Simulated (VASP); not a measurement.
# Zr2Mo: single point with PBE

Zr2Mo:

```xyz
3
Lattice="4.9101 0.0000 0.0000 -2.4550 4.2522 0.0000 0.0000 0.0000 2.8295" Properties=species:S:1:pos:R:3 pbc="T T T"
Zr    0.0000    2.8348    1.4148
Zr    2.4550    1.4174    1.4148
Mo    0.0000    0.0000    0.0000
```

```yaml
Program: VASP 6.6.1
Task: single point
Functional: PBE
Potentials_or_basis: VASP PAW PBE potentials, release 64 (Zr_sv, Mo_sv)
Cutoff: 520 eV
k_mesh: 12 × 12 × 16
Occupations: gaussian, width 0.1 eV
Spin: no spin polarisation
Dipole_correction: no
Further_INCAR_settings: ALGO = Fast; EDIFF = 1e-06; NBANDS = 26
```

```
Pressure               : 0.1 GPa
Band gap on the k mesh : zero (bands 19 and 20 overlap by 2.14 eV)
```

Levels at points of the mesh, in eV from the Fermi level:
```csv
k point,band 15,band 16,band 17,band 18,band 19,band 20,band 21,band 22,band 23,band 24
"(0.00, 0.00, 0.00)",-1.02,-1.02,-0.67,-0.67,-0.49,-0.42,1.29,1.29,1.62,1.62
"(0.50, 0.00, 0.00)",-3.12,-1.66,-1.00,-0.81,-0.79,-0.13,1.24,1.74,1.83,2.61
"(0.00, 0.00, 0.50)",-2.57,-2.57,-1.73,-1.07,0.81,0.81,2.13,2.13,2.80,2.80
"(0.50, 0.00, 0.50)",-2.51,-2.23,-0.57,-0.55,-0.48,0.08,1.46,1.85,2.68,3.60
```

It took 4 min on 1 thread of Intel(R) Xeon(R) 6975P-C (Granite Rapids), on a shared host, peak memory 0.36 GiB.
